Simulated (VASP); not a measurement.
H3C5, 32 atoms in the cell. The cell holds a slab with vacuum, 32 atoms: a = 5.049 Å, b = 5.049 Å, c = 17.136 Å, α = 90.00°, β = 90.00°, γ = 90.00°. 

* Program: VASP 6.6.1
* Task: single point
* Functional: PBE
* Potentials or basis: VASP PAW PBE potentials, release 64 (H, C)
* Cutoff: 520 eV
* k mesh: 2 × 2 × 1
* Occupations: gaussian, width 0.05 eV
* Spin: no spin polarisation
* Dipole correction: no
* Further INCAR settings: LREAL = Auto; ALGO = Normal; EDIFF = 1e-06; NBANDS = 68

Potentials or basis: VASP PAW PBE potentials, release 64 (H, C).

Command:

```sh
$ cat potpaw_PBE.64/H/POTCAR potpaw_PBE.64/C/POTCAR > POTCAR
$ mpirun -np 1 vasp_std > vasp.out
```

Hardware: 1 thread of Intel(R) Xeon(R) Platinum 8488C (Sapphire Rapids), on a shared host.

Question: Estimate the wall time of this run.

Answer: It took 7 min on 1 thread of Intel(R) Xeon(R) Platinum 8488C (Sapphire Rapids) (shared host), peak memory 0.49 GiB. Counts: scf iterations 24, k points 4.
